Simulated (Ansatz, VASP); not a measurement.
**Two plane-wave programs on Bi**

```
Bi
1.0
     4.53900    0.00000    0.00000
    -2.26950    3.93089    0.00000
     0.00000    0.00000   11.82900
Bi
2
Direct
  0.33333 0.66667 0.25000
  0.66667 0.33333 0.75000
```

Alike in both runs: task electric field gradients; functional r2SCAN; k mesh 9 × 9 × 3; occupations fermi-dirac, width 0.03 eV; no spin polarisation.

|  | VASP | Ansatz |
| --- | --- | --- |
| version | VASP 6.6.1 | Ansatz 0.2.0 |
| potentials or method | VASP PAW PBE potentials, release 64 (Bi_d) | PAW with Ansatz's default frozen-core files, scalar-relativistic |
| plane-wave cutoff (eV) | 520 | 500 |
| valence electrons in the cell | 30 | 30 |

VASP gave:

```
pressure (GPa)                                                : -3.6
traceless stress, the component that is largest in VASP (GPa) : 3.07
size of Vzz on the site where it differs most (V/Å²)          : 168.8
```

Q: Which values does Ansatz return?

A: Pressure (GPa): -3.5; traceless stress, the component that is largest in VASP (GPa): 3.07; size of Vzz on the site where it differs most (V/Å²): 163.8.

VASP's potentials were made for PBE, not for r2SCAN. With one functional, cell and mesh, what is left measures potentials, basis and numerics.

Spin-orbit coupling is off throughout.
